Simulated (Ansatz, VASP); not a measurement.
## Zn: VASP beside Ansatz

```
Zn
1.0
    -1.56904    1.56904    1.56904
     1.56904   -1.56904    1.56904
     1.56904    1.56904   -1.56904
Zn
1
Direct
  0.00000 0.00000 0.00000
```

Alike in both runs: task relaxation of cell and atoms; functional PBE; dispersion D3(BJ); k mesh 12 × 12 × 12; occupations fermi-dirac, width 0.05 eV; no spin polarisation.

```csv
,VASP,Ansatz
version,VASP 6.6.1,Ansatz 0.2.0
potentials or method,"VASP PAW PBE potentials, release 64 (Zn)",Ansatz PAW
plane-wave cutoff (eV),600,420
valence electrons in the cell,12,12
```

Ansatz gave:

- gap on the k mesh at the Fermi level, each at its own relaxed structure (eV): none
- relaxed volume (Å³/atom): 14.37
- relaxed cell length with the largest relative difference (Å): 2.653

**Question.** What did VASP give for the same quantities?

**Answer.** gap on the k mesh at the Fermi level, each at its own relaxed structure (eV): none; relaxed volume (Å³/atom): 14.43; relaxed cell length with the largest relative difference (Å): 2.656.

A gap of «none» marks a metal or a gap that the smearing closes.

Noted on Ansatz's run: the plane-wave basis is chosen anew once the cell has moved, so the energies of steps on either side of that aren't comparable.
